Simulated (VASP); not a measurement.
Write the native input for VASP 6.6.1 that does the following.

| Property | Result |
| --- | --- |
| Task | single point |
| Functional | LDA |
| Potentials or basis | VASP PAW LDA potentials, release 64 (Si) |
| Cutoff | 520 eV |
| k mesh | 10 × 10 × 10 |
| Occupations | gaussian, width 0.01 eV |
| Spin | no spin polarisation |
| Dipole correction | no |
| Further INCAR settings | ALGO = Normal; EDIFF = 1e-07; NBANDS = 16 |

The structure of Si lies in POSCAR:

```
Si
1.0
   -3.3716811870      3.3716811870      1.9392637087
    3.3716811870     -3.3716811870      1.9392637087
    3.3716811870      3.3716811870     -1.9392637087
Si
4
Direct
    0.1783301936      0.1783301936      0.3566603872
    0.8216698064      0.8216698064      0.6433396128
    0.1783301936      0.8216698064      0.0000000000
    0.8216698064      0.1783301936      0.0000000000
```

One way to write it, as run:

INCAR

```
ALGO = Normal
EDIFF = 1E-7
ENCUT = 520
ISIF = 2
ISMEAR = 0
LASPH = True
LCHARG = False
LREAL = False
LWAVE = False
NBANDS = 16
NELM = 80
PREC = Accurate
SIGMA = 0.01
```

KPOINTS

```
k-points
0
Gamma
  10 10 10
```

Potentials or basis: VASP PAW LDA potentials, release 64 (Si).

The run is started by

```bash
$ cat potpaw_LDA.64/Si/POTCAR > POTCAR
$ mpirun -np 1 vasp_std > vasp.out
```

Results of the run:

- Pressure: -4.5 GPa
- Band gap on the k mesh: 0.34 eV (least direct gap 0.41 eV)

Caveat: the cell stands under tension.

Wall time 59 s on 1 thread of Intel(R) Xeon(R) 6975P-C (Granite Rapids), on a shared host, peak memory 0.24 GiB.
